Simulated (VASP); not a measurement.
Write the native input for VASP 6.6.1 that does the following.

* Task: single point
* Functional: LDA
* Potentials or basis: VASP PAW LDA potentials, release 64 (Si, W_sv)
* Cutoff: 520 eV
* k mesh: 9 × 9 × 6
* Occupations: gaussian, width 0.03 eV
* Spin: no spin polarisation
* Dipole correction: no
* Further INCAR settings: ALGO = Normal; EDIFF = 1e-06; NBANDS = 43

The structure of Si2W lies in POSCAR:

```
Si2W
1.0
    4.6354110315      0.0000000000      0.0000000000
   -2.3177055157      4.0143837103      0.0000000000
    0.0000000000      0.0000000000      6.3315079279
Si W
6 3
Direct
    0.8572664714      0.7145329428      0.5000000000
    0.1427335286      0.8572664714      0.8333333333
    0.7145329428      0.8572664714      0.1666666667
    0.1427335286      0.2854670572      0.5000000000
    0.8572664714      0.1427335286      0.8333333333
    0.2854670572      0.1427335286      0.1666666667
    0.0000000000      0.5000000000      0.1666666667
    0.5000000000      0.5000000000      0.8333333333
    0.5000000000      0.0000000000      0.5000000000
```

This cell differs from its parent crystal: c/a of the conventional cell at fixed volume 1.3659.

The input as run:

INCAR

```
  ALGO = Normal
  EDIFF = 1E-6
  ENCUT = 520
  ISIF = 2
  ISMEAR = 0
  LASPH = T
  LCHARG = T
  LELF = T
  LREAL = F
  LVHAR = T
  LWAVE = F
  NBANDS = 43
  NELM = 60
  PREC = Accurate
  SIGMA = 0.03
```

KPOINTS

```
k-points
0
Gamma
  9 9 6
```

Potentials or basis: VASP PAW LDA potentials, release 64 (Si, W_sv).

Command:

```bash
$ cat potpaw_LDA.64/Si/POTCAR potpaw_LDA.64/W_sv/POTCAR > POTCAR
$ mpirun -np 1 vasp_std > vasp.out
```

Results of the run:

| Item | Value |
| --- | --- |
| Pressure | 5.8 GPa |
| Largest force | 3.364 eV/Å |
| Band gap on the k mesh | zero (band 33 reaches 13.14 eV, above the bottom of band 34 at 12.55 eV) |

Caveat: spin-orbit coupling is left out, which moves the levels of the heavy elements; forces of over 1 eV/Å act on the atoms, so gaps and moduli don't describe the material at rest.

It took 3.1 min on 1 thread of Intel Xeon 6975P-C (shared host), peak memory 0.31 GiB.
